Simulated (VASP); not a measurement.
# NaCl (Pm-3m) in VASP: single point with PBE

Aim: the single point of NaCl with PBE.

Program: VASP 6.6.1. These are calculated values, not measurements. Logs are shortened: lines on timing, memory, paths and dates and some standing lists are left out, and cuts for length are marked.

### Step 1. The cell of the first run

The structure is cubic, space group Pm-3m (No. 221). Conventional cell: a = 3.476 Å, b = 3.476 Å, c = 3.476 Å, α = 90.00°, β = 90.00°, γ = 90.00°. Na (site symmetry m-3m) has 8 Cl at 3.01 Å and 6 Na at 3.48 Å within 4.0 Å. Cl (site symmetry m-3m) has 8 Na at 3.01 Å and 6 Cl at 3.48 Å within 4.0 Å.

### Step 2. Single point, PBE (strained)

File INCAR:

```
PREC = Accurate
ENCUT = 500
EDIFF = 1E-6
ISMEAR = 0
SIGMA = 0.02
LREAL = F
LASPH = T
NELM = 120
ALGO = Normal
ISIF = 2
LWAVE = F
LCHARG = F
GGA = PE
NBANDS = 14
GGA_COMPAT = F
```

File KPOINTS:

```
regular mesh
0
Gamma
  6 6 6
```

File POSCAR:

```
NaCl
1.0
    3.4758535312      0.0000000000      0.0000000000
    0.0000000000      3.4758535312      0.0000000000
    0.0000000000      0.0000000000      3.4758535312
Na Cl
1 1
Direct
    0.0000000000      0.0000000000      0.0000000000
    0.5000000000      0.5000000000      0.5000000000
```

Potentials or basis: VASP PAW PBE potentials, release 64 (Na_pv, Cl).

Started as:

```console
> cat potpaw_PBE.64/Na_pv/POTCAR potpaw_PBE.64/Cl/POTCAR > POTCAR
> mpirun -np 1 vasp_std > vasp.out
```

OUTCAR:

```text
PREC = Accurate
   ENCUT = 500
   EDIFF = 1E-6
   ISMEAR = 0
   LREAL = F
   LASPH = T
   NELM = 120
   ISIF = 2
   GGA = PE

 ion  position               nearest neighbor table
   1  0.000  0.000  0.000-
   2  0.500  0.500  0.500-

  LATTYP: Found a simple cubic cell.
 ALAT       =     3.4758535312

  Lattice vectors:

 A1 = (   3.4758535312,   0.0000000000,   0.0000000000)
 A2 = (   0.0000000000,   3.4758535312,   0.0000000000)
 A3 = (   0.0000000000,   0.0000000000,   3.4758535312)

Analysis of symmetry for initial positions (statically):
=====================================================================
 Subroutine PRICEL returns:
 Original cell was already a primitive cell.

 Routine SETGRP: Setting up the symmetry group for a
 simple cubic supercell.

 Subroutine GETGRP returns: Found 48 space group operations
 (whereof 48 operations were pure point group operations)
 out of a pool of 48 trial point group operations.

The static configuration has the point symmetry O_h .

Analysis of symmetry for dynamics (positions and initial velocities):
=====================================================================
 Subroutine PRICEL returns:
 Original cell was already a primitive cell.

 Routine SETGRP: Setting up the symmetry group for a
 simple cubic supercell.

 Subroutine GETGRP returns: Found 48 space group operations
 (whereof 48 operations were pure point group operations)
 out of a pool of 48 trial point group operations.

The dynamic configuration has the point symmetry O_h .

 Subroutine INISYM returns: Found 48 space group operations
 (whereof 48 operations are pure point group operations),
 and found     1 'primitive' translations

----------------------------------------------------------------------------------------

                                     Primitive cell

  volume of cell :      41.9937

  direct lattice vectors                    reciprocal lattice vectors
     3.475853531  0.000000000  0.000000000     0.287699119  0.000000000  0.000000000
     0.000000000  3.475853531  0.000000000     0.000000000  0.287699119  0.000000000
     0.000000000  0.000000000  3.475853531     0.000000000  0.000000000  0.287699119

  length of vectors
     3.475853531  3.475853531  3.475853531     0.287699119  0.287699119  0.287699119

  position of ions in fractional coordinates (direct lattice)
     0.000000000  0.000000000  0.000000000
     0.500000000  0.500000000  0.500000000

  ion indices of the primitive-cell ions
   primitive index   ion index
                 1           1
                 2           2

----------------------------------------------------------------------------------------

 KPOINTS: regular mesh

Automatic generation of k-mesh.
 Grid dimensions read from file:
 generate k-points for:    6    6    6

 Generating k-lattice:

  Cartesian coordinates                     Fractional coordinates (reciprocal lattice)
     0.047949853  0.000000000  0.000000000     0.166666667  0.000000000  0.000000000
     0.000000000  0.047949853  0.000000000     0.000000000  0.166666667  0.000000000
     0.000000000  0.000000000  0.047949853     0.000000000  0.000000000  0.166666667

  Length of vectors
     0.047949853  0.047949853  0.047949853

  Shift w.r.t. Gamma in fractional coordinates (k-lattice)
     0.000000000  0.000000000  0.000000000

 Subroutine IBZKPT returns following result:
 ===========================================

 Found     20 irreducible k-points:

 Following reciprocal coordinates:
            Coordinates               Weight
  0.000000  0.000000  0.000000      1.000000
  0.166667  0.000000  0.000000      6.000000
  0.333333  0.000000  0.000000      6.000000
  0.500000  0.000000  0.000000      3.000000
  0.166667  0.166667  0.000000     12.000000
  0.333333  0.166667  0.000000     24.000000
[... 12 lines left out ...]
  0.500000  0.500000  0.333333      6.000000
  0.500000  0.500000  0.500000      1.000000
   k-points           NKPTS =     20   k-points in BZ     NKDIM =     20   number of bands    NBANDS=     14
   number of dos      NEDOS =    301   number of ions     NIONS =      2
   total plane-waves  NPLWV =  21952
   dimension x,y,z NGX =    28 NGY =   28 NGZ =   28
   dimension x,y,z NGXF=    56 NGYF=   56 NGZF=   56
   ions per type =               1   1
   NGX,Y,Z   is equivalent  to a cutoff of  13.39, 13.39, 13.39 a.u.
   NGXF,Y,Z  is equivalent  to a cutoff of  26.78, 26.78, 26.78 a.u.
 SYSTEM =  unknown system
   PREC   = accura    normal or accurate (medium, high low for compatibility)
   ISTART =      0    job   : 0-new  1-cont  2-samecut
   ICHARG =      2    charge: 1-file 2-atom 10-const
   ISPIN  =      1    spin polarized calculation?
   LNONCOLLINEAR =      F non collinear calculations
   LSORBIT =      F    spin-orbit coupling
   LASPH  =      T    aspherical Exc in radial PAW
   ENCUT  =  500.0 eV  36.75 Ry    6.06 a.u.   6.34  6.34  6.34*2*pi/ulx,y,z
   NELM   =    120;   NELMIN=  2; NELMDL= -5     # of ELM steps
   EDIFF  = 0.1E-05   stopping-criterion for ELM
   LREAL  =      F    real-space projection
[... 7 lines left out ...]
   TEBEG  =    0.0;   TEEND  =   0.0 temperature during run
   PSTRESS=    0.0 pullay stress
   NELECT =      14.0000    total number of electrons
   NUPDOWN=      -1.0000    fix difference up-down
   EMIN   =  10.00;   EMAX   =-10.00  energy-range for DOS
   EFERMI =   0.00;   METHOD = LEGACY
   ISMEAR =     0;   SIGMA  =   0.02  broadening in eV -4-tet -1-fermi 0-gaus
   EFERMI_NEDOS =   21; number of points for ismear=-14 and -15
   IALGO  =     38    algorithm
   IMIX   =      4    mixing-type and parameters
     AMIX     =   0.40;   BMIX     =  1.00
     AMIX_MAG =   1.60;   BMIX_MAG =  1.00
  volume/ion in A,a.u.               =      21.00       141.69
  Fermi-wavevector in a.u.,A,eV,Ry     =   1.135157  2.145136 17.532223  1.288582
  Thomas-Fermi vector in A             =   2.271862
   LORBIT       =      0    0 simple, 1 ext, 2 COOP (PROOUT), +10 PAW based schemes
   GGA     = PE    functional components
   LHFCALC =     F    Hartree Fock is set to
   AEXX    =    0.0000 exact exchange contribution
   IVDW    =     0    specifies the selected vdW correction
   LEPSILON=     F    determine dielectric tensor
   LRPA    =     F    only Hartree local field effects (RPA)
 non-spin polarized calculation
 Gauss-broadening in eV      SIGMA  =   0.02
  energy-cutoff  :      500.00
  volume of cell :       41.99
 maximum number of plane-waves:      1081
 NGX is ok and might be reduce to    28
   NGX = 13   NGY = 13   NGZ = 13

 number of electron      13.9999991 magnetization

 Free energy of the ion-electron system (eV)
  ---------------------------------------------------
  ext. energy  EPLUGINS =         0.00000000
  ---------------------------------------------------
  free energy    TOTEN  =        -6.46576097 eV

  energy without entropy =       -6.46576097  energy(sigma->0) =       -6.46576097

 E-fermi :   0.7054     XC(G=0):  -8.5311

 val. band max:        0.5839566931   @ k =   0.5000   0.5000   0.0000
 cond. band min:       4.6386353910   @ k =   0.0000   0.0000   0.0000
 fundamental gap:      4.0546786979
 Fermi energy:         0.7053950882

 k-point     1 :       0.0000    0.0000    0.0000
  band No.  band energies     occupation
      1     -21.4679      2.00000
      2     -21.4679      2.00000
      3     -21.4679      2.00000
      4     -12.8721      2.00000
      5       0.0748      2.00000
      6       0.0748      2.00000
      7       0.0748      2.00000
      8       4.6386      0.00000
      9       9.1389      0.00000
     10       9.1389      0.00000
     11      16.4869      0.00000
     12      16.4871      0.00000
     13      16.5397      0.00000
     14      16.5773      0.00000

 k-point     2 :       0.1667    0.0000    0.0000
  band No.  band energies     occupation
      1     -21.4791      2.00000
      2     -21.4669      2.00000
      3     -21.4669      2.00000
      4     -12.7828      2.00000
      5      -0.7441      2.00000
      6       0.1328      2.00000
      7       0.1328      2.00000
      8       5.3758      0.00000
      9       9.4453      0.00000
     10       9.7080      0.00000
     11      14.5552      0.00000
     12      14.5552      0.00000
     13      15.8551      0.00000
     14      16.7859      0.00000

 k-point     3 :       0.3333    0.0000    0.0000
  band No.  band energies     occupation
      1     -21.5013      2.00000
      2     -21.4649      2.00000
      3     -21.4649      2.00000
      4     -12.5933      2.00000
      5      -1.9554      2.00000
      6       0.2537      2.00000
      7       0.2537      2.00000
      8       6.6633      0.00000
      9       9.9586      0.00000
     10      10.3037      0.00000
     11      13.0395      0.00000
     12      13.0395      0.00000
     13      15.0704      0.00000
     14      16.5879      0.00000

 k-point     4 :       0.5000    0.0000    0.0000
  band No.  band energies     occupation
      1     -21.5123      2.00000
      2     -21.4639      2.00000
      3     -21.4639      2.00000
      4     -12.4924      2.00000
      5      -2.4577      2.00000
      6       0.3169      2.00000
      7       0.3169      2.00000
      8       7.5777      0.00000
      9       9.3039      0.00000
     10      11.0891      0.00000
     11      12.4831      0.00000
     12      12.4831      0.00000
     13      13.6379      0.00000
     14      17.6116      0.00000

 k-point     5 :       0.1667    0.1667    0.0000
  band No.  band energies     occupation
      1     -21.4789      2.00000
      2     -21.4765      2.00000
      3     -21.4659      2.00000
      4     -12.6986      2.00000
      5      -0.7814      2.00000
      6      -0.4936      2.00000
      7       0.1922      2.00000
      8       6.0401      0.00000
      9       9.7254      0.00000
     10      10.1390      0.00000
     11      13.0642      0.00000
[... 208 lines left out ...]
 k-point    18 :       0.5000    0.3333    0.3333
  band No.  band energies     occupation
      1     -21.4997      2.00000
      2     -21.4893      2.00000
      3     -21.4883      2.00000
      4     -12.0746      2.00000
      5      -1.5852      2.00000
      6      -1.0695      2.00000
      7      -0.9835      2.00000
      8       7.4706      0.00000
      9       8.2831      0.00000
     10       8.8713      0.00000
     11      14.0372      0.00000
     12      14.4521      0.00000
     13      14.7455      0.00000
     14      15.9729      0.00000

 k-point    19 :       0.5000    0.5000    0.3333
  band No.  band energies     occupation
      1     -21.4980      2.00000
      2     -21.4980      2.00000
      3     -21.4875      2.00000
      4     -11.9993      2.00000
      5      -1.4459      2.00000
      6      -1.4459      2.00000
      7      -0.9178      2.00000
      8       7.1770      0.00000
      9       8.3386      0.00000
     10       8.3386      0.00000
     11      13.5198      0.00000
     12      14.5417      0.00000
     13      16.2579      0.00000
     14      16.2579      0.00000

 k-point    20 :       0.5000    0.5000    0.5000
  band No.  band energies     occupation
      1     -21.4965      2.00000
      2     -21.4965      2.00000
      3     -21.4965      2.00000
      4     -11.9236      2.00000
      5      -1.3302      2.00000
      6      -1.3302      2.00000
      7      -1.3302      2.00000
      8       7.7059      0.00000
      9       7.7059      0.00000
     10       7.7059      0.00000
     11      12.4155      0.00000
     12      16.6866      0.00000
     13      16.6866      0.00000
     14      16.6866      0.00000

------------------------ aborting loop because EDIFF is reached ----------------------------------------

  FORCE on cell =-STRESS in cart. coord.  units (eV):
  Direction    XX          YY          ZZ          XY          YZ          ZX
  --------------------------------------------------------------------------------------
  -------------------------------------------------------------------------------------
  Total        0.1724279      0.1724279      0.1724279      0.0000000     -0.0000000      0.0000000
  in kB        6.5786032      6.5786032      6.5786032      0.0000000     -0.0000000      0.0000000
  external PRESSURE =       6.5786032 kB  Pullay stress =       0.0000000 kB

 VOLUME and BASIS-vectors are now :
 -----------------------------------------------------------------------------
  energy-cutoff  :      500.00
  volume of cell :       41.99
      direct lattice vectors                 reciprocal lattice vectors
     3.475853531  0.000000000  0.000000000     0.287699119  0.000000000  0.000000000
     0.000000000  3.475853531  0.000000000     0.000000000  0.287699119  0.000000000
     0.000000000  0.000000000  3.475853531     0.000000000  0.000000000  0.287699119

 POSITION                                       TOTAL-FORCE (eV/Angst)
 -----------------------------------------------------------------------------------
      0.00000      0.00000      0.00000         0.000000      0.000000      0.000000
      1.73793      1.73793      1.73793         0.000000      0.000000      0.000000
 -----------------------------------------------------------------------------------
    total drift:                               -0.000000      0.000000      0.000000

  FREE ENERGIE OF THE ION-ELECTRON SYSTEM (eV)
  ---------------------------------------------------
  free  energy   TOTEN  =        -6.4657609707 eV

  energy  without entropy=       -6.4657609707  energy(sigma->0) =       -6.46576097
```

Wall time 20 s (1 thread of Intel Xeon 8259CL, shared host); peak memory 0.15 GiB.

What came out:

```yaml
Free_energy: -6.4658 eV
Pressure: 0.7 GPa
Band_gap_on_the_k_mesh: 4.05 eV (least direct gap 4.56 eV)
```

Levels at points of the mesh, in eV from the valence-band top:
```csv
k point,band 4,band 5,band 6,band 7,band 8,band 9,band 10,band 11
"(0.00, 0.00, 0.00)",-13.46,-0.51,-0.51,-0.51,4.05,8.55,8.55,15.90
"(0.50, 0.00, 0.00)",-13.08,-3.04,-0.27,-0.27,6.99,8.72,10.51,11.90
"(0.50, 0.50, 0.00)",-12.80,-2.34,-2.34,0.00,5.54,9.93,11.18,11.18
"(0.50, 0.50, 0.50)",-12.51,-1.91,-1.91,-1.91,7.12,7.12,7.12,11.83
```

Caveat: the cell differs from its parent crystal (strained).
